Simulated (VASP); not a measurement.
Write the native input for VASP 6.6.1 that does the following.

| Quantity | Value |
| --- | --- |
| Task | single point |
| Functional | PBE |
| Potentials or basis | VASP PAW PBE potentials, release 64 (Pb_d) |
| Cutoff | 520 eV |
| k mesh | 13 × 13 × 13 |
| Occupations | fermi-dirac, width 0.0612256 eV |
| Spin | no spin polarisation |
| Dipole correction | no |
| Further INCAR settings | ALGO = Normal; EDIFF = 1e-06; NBANDS = 13 |

The structure of Pb lies in POSCAR:

```
Pb
1.0
   -2.0262869348      2.0262869348      2.0262869348
    2.0262869348     -2.0262869348      2.0262869348
    2.0262869348      2.0262869348     -2.0262869348
Pb
1
Direct
    0.0000000000      0.0000000000      0.0000000000
```

This isn't the form of Pb at room conditions, which is fcc.

These files were run (other wordings do the same):

INCAR

```
SYSTEM = Pb
ALGO = Normal
EDIFF = 1E-6
ENCUT = 520
GGA = PE
ISIF = 2
ISMEAR = -1
LASPH = .True.
LCHARG = .False.
LREAL = .False.
LWAVE = .False.
NBANDS = 13
NELM = 100
PREC = Accurate
SIGMA = 0.06122561905347299
```

KPOINTS

```
k-points
0
Gamma
  13 13 13
  0 0 0
```

Potentials or basis: VASP PAW PBE potentials, release 64 (Pb_d).

Run with:

```bash
$ cat potpaw_PBE.64/Pb_d/POTCAR > POTCAR
$ mpirun -np 1 vasp_std > vasp.out
```

Results of the run:

```json
{"Pressure": "-1.5 GPa", "Band gap on the k mesh": "zero (bands 7 and 8 overlap by 8.55 eV)"}
```

Caveat: spin-orbit coupling is left out, which moves the levels of the heavy elements.

Wall time 18 s on 1 thread of Intel(R) Xeon(R) Platinum 8488C (Sapphire Rapids) (shared host), peak memory 0.17 GiB.
